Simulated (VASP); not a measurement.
# MgO (P6_3/mmc) in VASP: a series of runs, part 2 of 2

VASP 6.6.1. Earlier steps stand in the parts before.

### 3 Single point, PBEsol

This run uses another cell than the first one, of 11.09 Å³/atom.

INCAR

```
  PREC = Accurate
  ENCUT = 520
  EDIFF = 1E-6
  ISMEAR = -1
  SIGMA = 0.01
  LREAL = F
  LASPH = T
  NELM = 80
  ALGO = Normal
  ISIF = 2
  LWAVE = F
  LCHARG = F
  GGA = PS
  NBANDS = 16
```

KPOINTS

```
regular mesh
0
Gamma
  6 6 4
```

POSCAR

```
MgO
1.0
    3.4944266107      0.0000000000      0.0000000000
   -1.7472133054      3.0262622165      0.0000000000
    0.0000000000      0.0000000000      4.1938018745
Mg O
2 2
Direct
    0.6666666667      0.3333333333      0.7500000000
    0.3333333333      0.6666666667      0.2500000000
    0.6666666667      0.3333333333      0.2500000000
    0.3333333333      0.6666666667      0.7500000000
```

Potentials or basis: VASP PAW PBE potentials, release 64 (Mg, O).

On the command line:

```sh
$ cat potpaw_PBE.64/Mg/POTCAR potpaw_PBE.64/O/POTCAR > POTCAR
$ mpirun -np 1 vasp_std > vasp.out
```

It took 27 s on 1 thread of Intel Xeon 8259CL, shared host; peak memory 0.17 GiB.

Results (log left out):

```yaml
Free_energy: -24.7589 eV
Pressure: -0.4 GPa
Band_gap_on_the_k_mesh: 3.27 eV
```

Levels at points of the mesh, in eV from the valence-band top:
| k point | band 6 | band 7 | band 8 | band 9 | band 10 | band 11 |
| --- | --- | --- | --- | --- | --- | --- |
| (0.00, 0.00, 0.00) | -0.81 | -0.81 | 0.00 | 3.27 | 9.31 | 12.02 |
| (0.50, 0.00, 0.00) | -1.98 | -1.31 | -0.53 | 6.82 | 8.92 | 9.65 |
| (0.00, 0.00, 0.50) | -1.29 | -1.29 | -1.29 | 6.30 | 6.30 | 12.72 |
| (0.50, 0.00, 0.50) | -1.54 | -0.82 | -0.82 | 7.14 | 7.14 | 11.79 |

Caveat: the PAW data sets were made with another functional, which shifts forces and pressure a little.

### 4 Relaxation of cell and atoms, PBEsol

This run uses another cell than the first one, of 10.99 Å³/atom.

INCAR

```
SYSTEM = MgO
  PREC = Accurate
  ENCUT = 600
  EDIFF = 1E-6
  ISMEAR = -1
  SIGMA = 0.01
  LREAL = .FALSE.
  LASPH = .TRUE.
  NELM = 60
  ALGO = Normal
  ISIF = 3
  LWAVE = .FALSE.
  LCHARG = .FALSE.
  GGA = PS
  IBRION = 2
  NSW = 80
  EDIFFG = -0.01
```

KPOINTS

```
Automatic mesh
0
G
  6 6 4
  0 0 0
```

POSCAR

```
MgO
1.0
    3.4863780000      0.0000000000      0.0000000000
   -1.7431890000      3.0192920000      0.0000000000
    0.0000000000      0.0000000000      4.1780410000
Mg O
2 2
Direct
    0.6666666667      0.3333333333      0.7500000000
    0.3333333333      0.6666666667      0.2500000000
    0.6666666667      0.3333333333      0.2500000000
    0.3333333333      0.6666666667      0.7500000000
```

Potentials or basis: VASP PAW PBE potentials, release 64 (Mg, O).

On the command line:

```sh
$ cat potpaw_PBE.64/Mg/POTCAR potpaw_PBE.64/O/POTCAR > POTCAR
$ mpirun -np 1 vasp_std > vasp.out
```

OUTCAR:

```text
SYSTEM = MgO
   PREC = Accurate
   ENCUT = 600
   EDIFF = 1E-6
   ISMEAR = -1
   LREAL = .FALSE.
   LASPH = .TRUE.
   NELM = 60
   ISIF = 3
   GGA = PS
   IBRION = 2
   NSW = 80
   EDIFFG = -0.01

 ion  position               nearest neighbor table
   1  0.667  0.333  0.750-   4 2.01   4 2.01   4 2.01   3 2.09   3 2.09   2 2.90   2 2.90   2 2.90
                             2 2.90   2 2.90   2 2.90
   2  0.333  0.667  0.250-   3 2.01   3 2.01   3 2.01   4 2.09   4 2.09   1 2.90   1 2.90   1 2.90
                             1 2.90   1 2.90   1 2.90
   3  0.667  0.333  0.250-   2 2.01   2 2.01   2 2.01   1 2.09   1 2.09
   4  0.333  0.667  0.750-   1 2.01   1 2.01   1 2.01   2 2.09   2 2.09

  LATTYP: Found a hexagonal cell.
 ALAT       =     3.4863780000
 C/A-ratio  =     1.1983901344

[... 191 lines left out ...]
  Total        0.1378130      0.1378130      0.2169912      0.0000000      0.0000000      0.0000000
  in kB        5.0205166      5.0205169      7.9049739      0.0000000      0.0000000      0.0000000
  external PRESSURE =       5.9820025 kB  Pullay stress =       0.0000000 kB
[... 63 lines left out ...]
--------------------------------------- Ionic step        3  -------------------------------------------

 number of electron      15.9999998 magnetization

 Free energy of the ion-electron system (eV)
  ---------------------------------------------------
  ext. energy  EPLUGINS =         0.00000000
  ---------------------------------------------------
  free energy    TOTEN  =       -24.76423371 eV

  energy without entropy =      -24.76423371  energy(sigma->0) =      -24.76423371

 E-fermi :   2.0866     XC(G=0): -10.2934

 val. band max:        1.8538362584   @ k =   0.0000   0.0000   0.0000
 cond. band min:       5.1458935361   @ k =   0.0000   0.0000   0.0000
 fundamental gap:      3.2920572778
 Fermi energy:         2.0865655843

 k-point     1 :       0.0000    0.0000    0.0000
  band No.  band energies     occupation
      1     -14.9981      2.00000
      2     -13.5795      2.00000
      3      -1.8268      2.00000
      4       0.1067      2.00000
      5       0.1067      2.00000
      6       1.0452      2.00000
      7       1.0452      2.00000
      8       1.8538      2.00000
      9       5.1459      0.00000
     10      11.2056      0.00000
     11      13.9174      0.00000
     12      14.2417      0.00000
[... 329 lines left out ...]
  FREE ENERGIE OF THE ION-ELECTRON SYSTEM (eV)
  ---------------------------------------------------
  free  energy   TOTEN  =       -24.7642337125 eV

  energy  without entropy=      -24.7642337125  energy(sigma->0) =      -24.76423371

 reached required accuracy - stopping structural energy minimisation
```

OSZICAR:

```text
N       E                     dE             d eps       ncg     rms          rms(c)
DAV:   1     0.800697490741E+02    0.80070E+02   -0.86062E+03   504   0.134E+03
DAV:   2    -0.231008582315E+02   -0.10317E+03   -0.92695E+02   720   0.251E+02
DAV:   3    -0.283546297675E+02   -0.52538E+01   -0.52242E+01   612   0.624E+01
[... 19 lines left out ...]
DAV:   1    -0.247645203889E+02   -0.32966E-03   -0.49658E-03   536   0.755E-01    0.128E-01
DAV:   2    -0.247642391665E+02    0.28122E-03   -0.13248E-03   548   0.324E-01    0.137E-02
DAV:   3    -0.247642353218E+02    0.38447E-05   -0.21133E-05   528   0.498E-02    0.821E-03
DAV:   4    -0.247642337086E+02    0.16132E-05   -0.17826E-06   384   0.145E-02    0.192E-03
DAV:   5    -0.247642337125E+02   -0.38385E-08   -0.21855E-07   256   0.465E-03
   3 F= -.24764234E+02 E0= -.24764234E+02  d E =-.369895E-03
```

CONTCAR:

```text
MgO
   1.00000000000000
     3.4906383904946394    0.0000000000000000    0.0000000000000000
    -1.7453191952473197    3.0229816067092963    0.0000000000000000
     0.0000000000000000    0.0000000000000000    4.1860799561876458
  Mg              O
     2     2
Direct
     0.6666666667000030    0.3333333332999970    0.7500000000000000
     0.3333333332999970    0.6666666667000030    0.2500000000000000
     0.6666666667000030    0.3333333332999970    0.2500000000000000
     0.3333333332999970    0.6666666667000030    0.7500000000000000

  0.00000000E+00  0.00000000E+00  0.00000000E+00
  0.00000000E+00  0.00000000E+00  0.00000000E+00
  0.00000000E+00  0.00000000E+00  0.00000000E+00
  0.00000000E+00  0.00000000E+00  0.00000000E+00
```

Run time: 47 s. Hardware: 1 thread of Intel Xeon 8259CL, shared host; peak memory 0.18 GiB.

Results:

| Item | Value |
| --- | --- |
| Free energy | -24.7642 eV |
| Relaxed volume | 11.04 Å³/atom |
| Relaxed cell | a = 3.491 Å, b = 3.491 Å, c = 4.186 Å, α = 90.00°, β = 90.00°, γ = 120.00° |
| Space group after relaxing (to 0.1 Å) | P6_3/mmc (No. 194) |
| Energy gained by relaxing | 0.1 meV/atom |
| Ionic steps | 3 |
| Pressure after relaxing | 0.0 GPa |
| Band gap on the k mesh | 3.29 eV |

The path:
```csv
step,energy change (eV),largest force (eV/Å),pressure (GPa),volume (Å³)
1,0.0000,0.0000,0.60,43.98
2,-0.0003,0.0000,-0.22,44.24
3,-0.0004,0.0000,-0.01,44.17
```

Final structure:
```
Mg O
1.0
     3.49064    0.00000    0.00000
    -1.74532    3.02298    0.00000
     0.00000    0.00000    4.18608
Mg O
2 2
Direct
  0.66667 0.33333 0.75000
  0.33333 0.66667 0.25000
  0.66667 0.33333 0.25000
  0.33333 0.66667 0.75000
```

Levels at points of the mesh, in eV from the valence-band top:
```csv
k point,band 6,band 7,band 8,band 9,band 10,band 11
"(0.00, 0.00, 0.00)",-0.81,-0.81,0.00,3.29,9.35,12.06
"(0.50, 0.00, 0.00)",-1.98,-1.31,-0.53,6.83,8.96,9.67
"(0.00, 0.00, 0.50)",-1.30,-1.30,-1.30,6.33,6.33,12.75
"(0.50, 0.00, 0.50)",-1.55,-0.83,-0.83,7.16,7.16,11.84
```

Caveat: the PAW data sets were made with another functional, which shifts forces and pressure a little.

### 5 Relaxation of cell and atoms, PBEsol, target pressure 5 GPa, at which the enthalpy is minimised

This run uses another cell than the first one, of 10.99 Å³/atom.

INCAR

```
  ALGO = Normal
  EDIFF = 1E-6
  EDIFFG = -0.01
  ENCUT = 600
  GGA = PS
  IBRION = 2
  ISIF = 3
  ISMEAR = -1
  LASPH = True
  LCHARG = False
  LREAL = False
  LWAVE = False
  NELM = 80
  NSW = 80
  PREC = Accurate
  PSTRESS = 50.0
  SIGMA = 0.01
```

KPOINTS

```
k-points
0
Gamma
  6 6 4
```

POSCAR is that of step 4.

On the command line:

```sh
$ cat potpaw_PBE.64/Mg/POTCAR potpaw_PBE.64/O/POTCAR > POTCAR
$ mpirun -np 1 vasp_std > vasp.out
```

Wall time 74 s (1 thread of Intel Xeon 8259CL, shared host); peak memory 0.18 GiB.

The run converged. Its results:

| Quantity | Value |
| --- | --- |
| Free energy | -24.7419 eV |
| Relaxed volume | 10.67 Å³/atom |
| Relaxed cell | a = 3.449 Å, b = 3.449 Å, c = 4.142 Å, α = 90.00°, β = 90.00°, γ = 120.00° |
| Space group after relaxing (to 0.1 Å) | P6_3/mmc (No. 194) |
| Energy change on relaxing (the run minimises the enthalpy) | +5.5 meV/atom |
| Ionic steps | 5 |
| Pressure after relaxing | 4.9 GPa |
| Band gap on the k mesh | 3.47 eV |

Stress tensor (GPa, compression positive):
```
4.86 0.00 0.00
0.00 4.86 0.00
0.00 0.00 5.04
```

Step by step:
| step | energy change (eV) | largest force (eV/Å) | pressure (GPa) | volume (Å³) |
| --- | --- | --- | --- | --- |
| 1 | 0.0000 | 0.0000 | 0.60 | 43.98 |
| 2 | 0.0439 | 0.0000 | 7.10 | 42.08 |
| 3 | 0.0228 | 0.0000 | 5.01 | 42.65 |
| 4 | 0.0220 | 0.0000 | 4.91 | 42.67 |
| 5 | 0.0219 | 0.0000 | 4.92 | 42.67 |

Final structure:
```
Mg O
1.0
     3.44897    0.00000    0.00000
    -1.72448    2.98689    0.00000
     0.00000    0.00000    4.14196
Mg O
2 2
Cartesian
  1.7245 0.9956 3.1065
  0.0000 1.9913 1.0355
  1.7245 0.9956 1.0355
  0.0000 1.9913 3.1065
```

Levels at points of the mesh, in eV from the valence-band top:
| k point | band 5 | band 6 | band 7 | band 8 | band 9 | band 10 | band 11 | band 12 |
| --- | --- | --- | --- | --- | --- | --- | --- | --- |
| (0.00, 0.00, 0.00) | -1.82 | -0.86 | -0.86 | 0.00 | 3.47 | 9.63 | 12.33 | 12.63 |
| (0.50, 0.00, 0.00) | -2.45 | -2.04 | -1.37 | -0.55 | 6.93 | 9.31 | 9.75 | 12.41 |
| (0.00, 0.00, 0.50) | -1.36 | -1.36 | -1.36 | -1.36 | 6.51 | 6.51 | 12.99 | 12.99 |
| (0.50, 0.00, 0.50) | -1.61 | -1.61 | -0.88 | -0.88 | 7.28 | 7.28 | 12.22 | 12.22 |

Caveat: the cell is relaxed towards a set pressure, so the run minimises the enthalpy, not the energy; the PAW data sets were made with another functional, which shifts forces and pressure a little.

### 6 The runs side by side

| task | cell | cutoff (eV) | gap on the mesh (eV) | pressure (GPa) |
| --- | --- | --- | --- | --- |
| single point | a = 3.414, b = 3.414, c = 4.110 Å, angles 90.0, 90.0, 120.0°, 4 atoms | 520 | 3.61 | 9.7 |
| single point | a = 3.494, b = 3.494, c = 4.194 Å, angles 90.0, 90.0, 120.0°, 4 atoms | 520 | 3.27 | -0.4 |
| relaxation of cell and atoms | relaxed from a = 3.486, b = 3.486, c = 4.178 Å, angles 90.0, 90.0, 120.0°, 4 atoms | 600 | 3.29 | 0.0 |
| relaxation of cell and atoms | relaxed to 5 GPa from a = 3.486, b = 3.486, c = 4.178 Å, angles 90.0, 90.0, 120.0°, 4 atoms | 600 | 3.47 | 4.9 |

Alike in all rows: level PBEsol; potentials or basis VASP PAW PBE potentials, release 64 (Mg, O); no spin polarisation; k mesh 6 × 6 × 4; smearing fermi-dirac 0.01 eV.

Caveats: the PAW data sets were made with another functional, which shifts forces and pressure a little; the cell stands under pressure (at least some runs); the cell is relaxed towards a set pressure, so the run minimises the enthalpy, not the energy (at least some runs).

Total energies depend on the potentials used, so only differences within one code and one set of settings carry meaning.
